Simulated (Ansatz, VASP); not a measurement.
One calculation of ZrH, two programs

```
Zr H
1.0
     3.29274    0.00000    0.00000
     0.00000    3.29274    0.00000
     0.00000    0.00000    5.03557
Zr H
2 2
Direct
  0.00000 0.50000 0.00000
  0.50000 0.00000 0.50000
  0.00000 0.00000 0.75000
  0.00000 0.00000 0.25000
```

Alike in both runs: functional r2SCAN; k mesh 10 × 10 × 7; occupations fermi-dirac, width 0.1 eV; no spin polarisation.

Ansatz relaxed the structure, and its values are those at the end. VASP's run is a single point on that final structure, the one shown.

```csv
,VASP,Ansatz
version,VASP 6.6.1,Ansatz 0.2.0
potentials or method,"VASP PAW PBE potentials, release 64 (Zr_sv, H), cutoff 520 eV",PAW plane waves
valence electrons in the cell,26,26
```

Ansatz gave:

* pressure (GPa): -4.4

**Question.** Which values does VASP return?

**Answer.** Pressure (GPa): -4.5.

VASP's potentials were made for PBE, not for r2SCAN. Ansatz's warnings: stress scf threshold loose.
